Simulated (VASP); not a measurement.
Runs of VASP 6.6.1 on SrO. The structure is that of space group Fm-3m (No. 225), or close to it. The cells are those of the table. 

```tsv
task	level	spin	cell	k mesh	cutoff (eV)	smearing	grid for exact exchange (PRECFOCK)	share of exact exchange	screening parameter	gap on the mesh (eV)	pressure (GPa)
dielectric tensor	r2SCAN	off	a = 3.649 Å, angles 60.0°, 2 atoms	8 × 8 × 8	520	gaussian 0.01 eV	-	-	-	3.75	-
single point	HSE06	off	a = 3.644 Å, angles 60.0°, 2 atoms	6 × 6 × 6	520	fermi-dirac 0.02 eV	Normal	0.25	0.2079 1/Å	(a)	0.5
relaxation of cell and atoms	r2SCAN	off	relaxed from a = 3.673 Å, angles 60.0°, 2 atoms	8 × 8 × 8	600	fermi-dirac 0.02 eV	-	-	-	3.75	0.0
single point	PBE	non-collinear, zero start, SOC	a = 3.649 Å, angles 60.0°, 2 atoms	8 × 8 × 8	520	gaussian 0.01 eV	-	-	-	-	2.4
```

Alike in all rows: potentials or basis VASP PAW PBE potentials, release 64 (Sr_sv, O).

Q: Fill in the values left out.

A: (a) 4.74.

Caveats: the PAW data sets were made with another functional, which shifts forces and pressure a little (at least some runs).

A k mesh can miss the band edges, and rows without SOC leave out spin-orbit coupling on Sr.
